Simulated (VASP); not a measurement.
# C2OH6 in VASP: single point with PBE+D3(BJ)

Aim: the single point of C2OH6 with PBE+D3(BJ).

All numbers are computed with VASP 6.6.1; they aren't measurements. Logs are shortened: lines on timing, memory, paths and dates and some standing lists are left out, and cuts for length are marked.

### 1 The cell of the first run

The cell holds a molecule in a box, 9 atoms: a = 14.399 Å, b = 14.500 Å, c = 15.000 Å, α = 90.00°, β = 90.00°, γ = 90.00°.

### 2 Single point, PBE+D3(BJ)

Input file INCAR:

```
PREC = Accurate
ENCUT = 520
EDIFF = 1E-6
ISMEAR = 0
SIGMA = 0.005
LREAL = F
LASPH = T
NELM = 80
ALGO = Normal
ISIF = 2
LWAVE = F
LCHARG = F
GGA = PE
IVDW = 12
ISYM = 0
NBANDS = 20
```

Input file KPOINTS:

```
regular mesh
0
Gamma
  1 1 1
```

Input file POSCAR:

```
H6C2O
1.0
   14.3988977857      0.0000000000      0.0000000000
    0.0000000000     14.5000000000      0.0000000000
    0.0000000000      0.0000000000     15.0000000000
C O H
2 1 6
Direct
    0.4427699946      0.5215821809      0.5161257124
    0.5320780527      0.4766199003      0.4837838132
    0.6137977326      0.5244402418      0.5124260334
    0.3818152964      0.4844897481      0.4903694685
    0.4388303129      0.5935987687      0.4938731802
    0.4386108495      0.5206048305      0.5893656692
    0.5346059051      0.4036176659      0.5048517183
    0.5353536118      0.4775213284      0.4106160982
    0.6136012222      0.5252518338      0.5771202881
```

Potentials or basis: VASP PAW PBE potentials, release 64 (C, O, H).

Started as:

```bash
> cat potpaw_PBE.64/C/POTCAR potpaw_PBE.64/O/POTCAR potpaw_PBE.64/H/POTCAR > POTCAR
> mpirun -np 1 vasp_gam > vasp.out
```

OUTCAR:

```text
PREC = Accurate
   ENCUT = 520
   EDIFF = 1E-6
   ISMEAR = 0
   LREAL = F
   LASPH = T
   NELM = 80
   ISIF = 2
   GGA = PE
   IVDW = 12
   ISYM = 0
 IVDW          = 12

 ion  position               nearest neighbor table
   1  0.443  0.522  0.516-   5 1.10   4 1.10   6 1.10   2 1.52
   2  0.532  0.477  0.484-   8 1.10   7 1.11   3 1.43   1 1.52
   3  0.614  0.524  0.512-   9 0.97   2 1.43
   4  0.382  0.484  0.490-   1 1.10
   5  0.439  0.594  0.494-   1 1.10
   6  0.439  0.521  0.589-   1 1.10
   7  0.535  0.404  0.505-   2 1.11
   8  0.535  0.478  0.411-   2 1.10
   9  0.614  0.525  0.577-   3 0.97

IMPORTANT INFORMATION: All symmetrisations will be switched off!
NOSYMM: (Re-)initialisation of all symmetry stuff for point group C_1.

----------------------------------------------------------------------------------------

                                     Primitive cell

  volume of cell :    3131.7603

  direct lattice vectors                    reciprocal lattice vectors
    14.398897786  0.000000000  0.000000000     0.069449760  0.000000000  0.000000000
     0.000000000 14.500000000  0.000000000     0.000000000  0.068965517  0.000000000
     0.000000000  0.000000000 15.000000000     0.000000000  0.000000000  0.066666667

  length of vectors
    14.398897786 14.500000000 15.000000000     0.069449760  0.068965517  0.066666667

  position of ions in fractional coordinates (direct lattice)
     0.442769995  0.521582181  0.516125712
     0.532078053  0.476619900  0.483783813
     0.613797733  0.524440242  0.512426033
     0.381815296  0.484489748  0.490369468
     0.438830313  0.593598769  0.493873180
     0.438610850  0.520604830  0.589365669
     0.534605905  0.403617666  0.504851718
     0.535353612  0.477521328  0.410616098
     0.613601222  0.525251834  0.577120288

  ion indices of the primitive-cell ions
   primitive index   ion index
                 1           1
                 2           2
                 3           3
                 4           4
                 5           5
                 6           6
                 7           7
                 8           8
                 9           9

----------------------------------------------------------------------------------------

 KPOINTS: regular mesh

Automatic generation of k-mesh.
 Grid dimensions read from file:
 generate k-points for:    1    1    1

 Generating k-lattice:

  Cartesian coordinates                     Fractional coordinates (reciprocal lattice)
     0.069449760  0.000000000  0.000000000     1.000000000  0.000000000  0.000000000
     0.000000000  0.068965517  0.000000000     0.000000000  1.000000000  0.000000000
     0.000000000  0.000000000  0.066666667     0.000000000  0.000000000  1.000000000

  Length of vectors
     0.069449760  0.068965517  0.066666667

  Shift w.r.t. Gamma in fractional coordinates (k-lattice)
     0.000000000  0.000000000  0.000000000

 Subroutine IBZKPT returns following result:
 ===========================================

 Found      1 irreducible k-points:

 Following reciprocal coordinates:
            Coordinates               Weight
  0.000000  0.000000  0.000000      1.000000
   k-points           NKPTS =      1   k-points in BZ     NKDIM =      1   number of bands    NBANDS=     20
   number of dos      NEDOS =    301   number of ions     NIONS =      9
   total plane-waves  NPLWV = ******
   dimension x,y,z NGX =   108 NGY =  108 NGZ =  112
   dimension x,y,z NGXF=   216 NGYF=  216 NGZF=  224
   ions per type =               2   1   6
   NGX,Y,Z   is equivalent  to a cutoff of  12.47, 12.38, 12.41 a.u.
   NGXF,Y,Z  is equivalent  to a cutoff of  24.94, 24.76, 24.83 a.u.
 SYSTEM =  unknown system
   PREC   = accura    normal or accurate (medium, high low for compatibility)
   ISTART =      0    job   : 0-new  1-cont  2-samecut
   ICHARG =      2    charge: 1-file 2-atom 10-const
   ISPIN  =      1    spin polarized calculation?
   LNONCOLLINEAR =      F non collinear calculations
   LSORBIT =      F    spin-orbit coupling
   LASPH  =      T    aspherical Exc in radial PAW
   ENCUT  =  520.0 eV  38.22 Ry    6.18 a.u.  26.77 26.96 27.89*2*pi/ulx,y,z
   NELM   =     80;   NELMIN=  2; NELMDL= -5     # of ELM steps
   EDIFF  = 0.1E-05   stopping-criterion for ELM
   LREAL  =      F    real-space projection
   EDIFFG = 0.1E-04   stopping-criterion for IOM
   NSW    =      0    number of steps for IOM
   IBRION =     -1    ionic relax: 0-MD 1-quasi-New 2-CG
   NFREE  =      0    steps in history (QN), initial steepest desc. (CG)
   ISIF   =      2    stress and relaxation
   ISYM   =      0    0-nonsym 1-usesym 2-fastsym
   POTIM  = 0.5000    time-step for ionic-motion
   TEBEG  =    0.0;   TEEND  =   0.0 temperature during run
   PSTRESS=    0.0 pullay stress
   NELECT =      20.0000    total number of electrons
   NUPDOWN=      -1.0000    fix difference up-down
   EMIN   =  10.00;   EMAX   =-10.00  energy-range for DOS
   EFERMI =   0.00;   METHOD = LEGACY
   ISMEAR =     0;   SIGMA  =   0.01  broadening in eV -4-tet -1-fermi 0-gaus
   EFERMI_NEDOS =   21; number of points for ismear=-14 and -15
   IALGO  =     38    algorithm
   IMIX   =      4    mixing-type and parameters
     AMIX     =   0.40;   BMIX     =  1.00
     AMIX_MAG =   1.60;   BMIX_MAG =  1.00
  volume/ion in A,a.u.               =     347.97      2348.24
  Fermi-wavevector in a.u.,A,eV,Ry     =   0.303731  0.573968  1.255169  0.092252
  Thomas-Fermi vector in A             =   1.175163
   LORBIT       =      0    0 simple, 1 ext, 2 COOP (PROOUT), +10 PAW based schemes
   GGA     = PE    functional components
   LHFCALC =     F    Hartree Fock is set to
   AEXX    =    0.0000 exact exchange contribution
   IVDW    =    12    specifies the selected vdW correction
   LEPSILON=     F    determine dielectric tensor
   LRPA    =     F    only Hartree local field effects (RPA)
 non-spin polarized calculation
 Gauss-broadening in eV      SIGMA  =   0.01
  energy-cutoff  :      520.00
  volume of cell :     3131.76
 maximum number of plane-waves:     42112
 NGX is ok and might be reduce to   108
   NGX = 53   NGY = 53   NGZ = 55

 number of electron      20.0000004 magnetization

 Free energy of the ion-electron system (eV)
  ---------------------------------------------------
  ext. energy  EPLUGINS =         0.00000000
  ---------------------------------------------------
  free energy    TOTEN  =       -46.89437368 eV

  energy without entropy =      -46.89437368  energy(sigma->0) =      -46.89437368

 E-fermi :  -6.1162     XC(G=0):  -0.3923

 val. band max:       -6.1589391720   @ k =   0.0000   0.0000   0.0000
 cond. band min:      -0.6164754387   @ k =   0.0000   0.0000   0.0000
 fundamental gap:      5.5424637333
 Fermi energy:        -6.1162082132

 k-point     1 :       0.0000    0.0000    0.0000
  band No.  band energies     occupation
      1     -25.3180      2.00000
      2     -18.3933      2.00000
      3     -15.2638      2.00000
      4     -12.1969      2.00000
      5     -10.9529      2.00000
      6     -10.4051      2.00000
[... 12 lines left out ...]
     19       1.0331      0.00000
     20       1.0490      0.00000

------------------------ aborting loop because EDIFF is reached ----------------------------------------

 Edisp (eV)   -0.11787

 E8    (eV) :    -0.0315

  FORCE on cell =-STRESS in cart. coord.  units (eV):
  Direction    XX          YY          ZZ          XY          YZ          ZX
  --------------------------------------------------------------------------------------
  -------------------------------------------------------------------------------------
  Total       0.04972    -0.02556     0.07018     0.06903     0.04533     0.06781
  in kB       0.02544    -0.01308     0.03590     0.03532     0.02319     0.03469
  external pressure =        0.02 kB  Pullay stress =        0.00 kB

 VOLUME and BASIS-vectors are now :
 -----------------------------------------------------------------------------
  energy-cutoff  :      520.00
  volume of cell :     3131.76
      direct lattice vectors                 reciprocal lattice vectors
    14.398897786  0.000000000  0.000000000     0.069449760  0.000000000  0.000000000
     0.000000000 14.500000000  0.000000000     0.000000000  0.068965517  0.000000000
     0.000000000  0.000000000 15.000000000     0.000000000  0.000000000  0.066666667

 POSITION                                       TOTAL-FORCE (eV/Angst)
 -----------------------------------------------------------------------------------
      6.37540      7.56294      7.74189        -0.006775      0.004425      0.002008
      7.66134      6.91099      7.25676        -0.086300     -0.058426     -0.061931
      8.83801      7.60438      7.68639         0.083313      0.049282     -0.050199
      5.49772      7.02510      7.35554        -0.017820     -0.011554     -0.008150
      6.31867      8.60718      7.40810        -0.000567      0.020708     -0.006417
      6.31551      7.54877      8.84049        -0.003036      0.000056      0.024250
      7.69774      5.85246      7.57278         0.000802     -0.021765      0.005000
      7.70850      6.92406      6.15924         0.000606     -0.001272     -0.019050
      8.83518      7.61615      8.65680         0.029777      0.018544      0.114489
 -----------------------------------------------------------------------------------
    total drift:                               -0.000612      0.001737     -0.000972

  FREE ENERGIE OF THE ION-ELECTRON SYSTEM (eV)
  ---------------------------------------------------
  free  energy   TOTEN  =       -47.0122433162 eV

  energy  without entropy=      -47.0122433162  energy(sigma->0) =      -47.01224332
```

Run time: 6.1 min. Hardware: 1 thread of Intel Xeon Platinum 8259CL at 2.50GHz (Skylake/Cascade Lake), shared host; peak memory 1.9 GiB.

Results:

```yaml
Free_energy: -47.0122 eV
Largest_force: 0.121 eV/Å
Gap_between_the_frontier_levels: 5.54 eV
Dispersion_energy_per_atom: -0.013 eV
```

Forces on the atoms (eV/Å):
```
C   -0.007  0.004  0.002
C   -0.086 -0.058 -0.062
O    0.083  0.049 -0.050
H   -0.018 -0.012 -0.008
H   -0.001  0.021 -0.006
H   -0.003  0.000  0.024
H    0.001 -0.022  0.005
H    0.001 -0.001 -0.019
H    0.030  0.019  0.114
```
